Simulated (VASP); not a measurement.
Set up this calculation in VASP 6.6.1, as the native input.

| Property | Result |
| --- | --- |
| Task | single point |
| Functional | PBE |
| Potentials or basis | VASP PAW PBE potentials, release 64 (Rh_pv) |
| Cutoff | 520 eV |
| k mesh | 12 × 12 × 12 |
| Occupations | fermi-dirac, width 0.05 eV |
| Spin | no spin polarisation |
| Dipole correction | no |
| Further INCAR settings | ALGO = Fast; EDIFF = 1e-07; NBANDS = 14 |

The structure of Rh lies in POSCAR:

```
Rh
1.0
   -0.0393340000      1.8830950000      1.9624630000
    1.9019270000      0.0328110000      1.8903180000
    1.9246520000      1.8336750000      0.0100860000
Rh
1
Direct
    0.0047670000      0.0035010000     -0.0058200000
```

This cell differs from its parent crystal: the cell strained at random.

One way to write it, as run:

INCAR

```
SYSTEM = Rh
PREC = Accurate ; ENCUT = 520
EDIFF = 1E-7 ; ISMEAR = -1
SIGMA = 0.05 ; LREAL = .FALSE.
LASPH = .TRUE. ; NELM = 100
ALGO = Fast ; ISIF = 2
LWAVE = .FALSE. ; LCHARG = .FALSE.
GGA = PE ; NBANDS = 14
```

KPOINTS

```
Automatic mesh
0
G
  12 12 12
  0 0 0
```

Potentials or basis: VASP PAW PBE potentials, release 64 (Rh_pv).

Run with:

```console
$ cat potpaw_PBE.64/Rh_pv/POTCAR > POTCAR
$ mpirun -np 1 vasp_std > vasp.out
```

Results of the run:

| Item | Value |
| --- | --- |
| Pressure | 8.6 GPa |

Caveat: the cell differs from its parent crystal (the cell strained at random).

Run time: 71 s on 1 thread of AMD EPYC 9R45 96-Core Processor (Zen 5), on a shared host, peak memory 0.22 GiB.
